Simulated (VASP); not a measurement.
## Al: single point with PBE

The system is Al.

```
Al
1.0
    -1.56580    1.56580    1.81821
     1.56580   -1.56580    1.81821
     1.56580    1.56580   -1.81821
Al
1
Direct
  0.00000 0.00000 0.00000
```

This cell differs from its parent crystal: volume 17.831 Å^3 an atom, c/a of the conventional cell 1.1612.

* Program: VASP 6.6.1
* Task: single point
* Functional: PBE
* Potentials or basis: VASP PAW PBE potentials, release 64 (Al)
* Cutoff: 520 eV
* k mesh: 22 × 22 × 22
* Occupations: gaussian, width 0.15 eV
* Spin: no spin polarisation
* Dipole correction: no
* Further INCAR settings: ALGO = Fast; EDIFF = 1e-06; NBANDS = 8

```json
{"Pressure": "-3.7 GPa"}
```

Stress tensor (GPa, compression positive):
```
-5.72  0.00  0.00
 0.00 -5.72  0.00
 0.00  0.00  0.30
```

Levels at points of the mesh, in eV from the Fermi level:
```tsv
k point	band 1	band 2	band 3	band 4	band 5
(0.00, 0.00, 0.00)	-10.57	12.12	12.12	13.07	13.55
(0.50, 0.00, 0.00)	-4.17	-4.08	8.69	9.26	10.62
(0.50, 0.50, 0.00)	-3.50	-2.83	6.21	6.48	7.41
(0.50, 0.50, 0.50)	-0.51	1.22	3.17	3.17	3.97
```

Wall time 32 s on 1 thread of Intel(R) Xeon(R) Platinum 8559C (Emerald Rapids), on a shared host, peak memory 0.22 GiB.
